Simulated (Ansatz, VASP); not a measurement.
**Two plane-wave programs on GeS**

Contents of INCAR:

```
ALGO = Normal
EDIFF = 1E-6
ENCUT = 500
GGA = PE
GGA_COMPAT = False
ISIF = 2
ISMEAR = 0
LASPH = True
LCHARG = True
LELF = True
LREAL = False
LVHAR = True
LWAVE = False
NBANDS = 50
NELM = 120
PREC = Accurate
SIGMA = 0.05
```

File KPOINTS:

```
k-points
0
Gamma
  4 8 6
```

File POSCAR:

```
GeS
1.0
   11.0500243225      0.0000000000      0.0000000000
    0.0000000000      3.6678294942      0.0000000000
    0.0000000000      0.0000000000      4.4504162674
Ge S
4 4
Direct
    0.1259048197      0.2500000000      0.1349203576
    0.8740951803      0.7500000000      0.8650796424
    0.3740951803      0.7500000000      0.6349203576
    0.6259048197      0.2500000000      0.3650796424
    0.8471176922      0.2500000000      0.5025596800
    0.1528823078      0.7500000000      0.4974403200
    0.6528823078      0.7500000000      0.0025596800
    0.3471176922      0.2500000000      0.9974403200
```

Input for Ansatz:

```yaml
crystal:
  lattice:
    - [11.0500243225, 0.0, 0.0]
    - [0.0, 3.6678294942, 0.0]
    - [0.0, 0.0, 4.4504162674]
  atoms:
    - { symbol: Ge, position: [0.1259048197, 0.25, 0.1349203576] }
    - { symbol: Ge, position: [0.8740951803, 0.75, 0.8650796424] }
    - { symbol: Ge, position: [0.3740951803, 0.75, 0.6349203576] }
    - { symbol: Ge, position: [0.6259048197, 0.25, 0.3650796424] }
    - { symbol: S, position: [0.8471176922, 0.25, 0.50255968] }
    - { symbol: S, position: [0.1528823078, 0.75, 0.49744032] }
    - { symbol: S, position: [0.6528823078, 0.75, 0.00255968] }
    - { symbol: S, position: [0.3471176922, 0.25, 0.99744032] }
basis:
  ecutwfc: 420
kpoints:
  mp_grid: { grid: [4, 8, 6] }
hamiltonian:
  xc: pbe
scf:
  occupations: { method: gaussian, width: 0.05 }
output:
  forces: true
  stress: true
  eigenvalues: true
```

Change from the starting cell: strain +0.0250 x Voigt [1, 0, 0, 0, 0, 0], atoms carried along.

Alike in both runs: task single point; functional PBE; k mesh 4 × 8 × 6; occupations gaussian, width 0.05 eV; no spin polarisation.

|  | VASP | Ansatz |
| --- | --- | --- |
| version | VASP 6.6.1 | Ansatz 0.2.0 |
| potentials or method | VASP PAW PBE potentials, release 64 (Ge_d, S), cutoff 500 eV | scalar-relativistic, plane waves, PAW |
| valence electrons in the cell | 80 | 80 |

Ansatz gave:

```
gap on the k mesh at the Fermi level (eV)                     : 1.07
least direct gap on the mesh (eV)                             : 1.07
pressure (GPa)                                                : -1.2
traceless stress, the component that is largest in VASP (GPa) : -1.24
rms of the force components (eV/Å)                            : 0.118
```

**Question.** Estimate VASP's values.

**Answer.** gap on the k mesh at the Fermi level (eV): 1.06; least direct gap on the mesh (eV): 1.06; pressure (GPa): -1.3; traceless stress, the component that is largest in VASP (GPa): -1.24; rms of the force components (eV/Å): 0.117.

Atom by atom the forces differ by 0.003 eV/Å (rms over components).
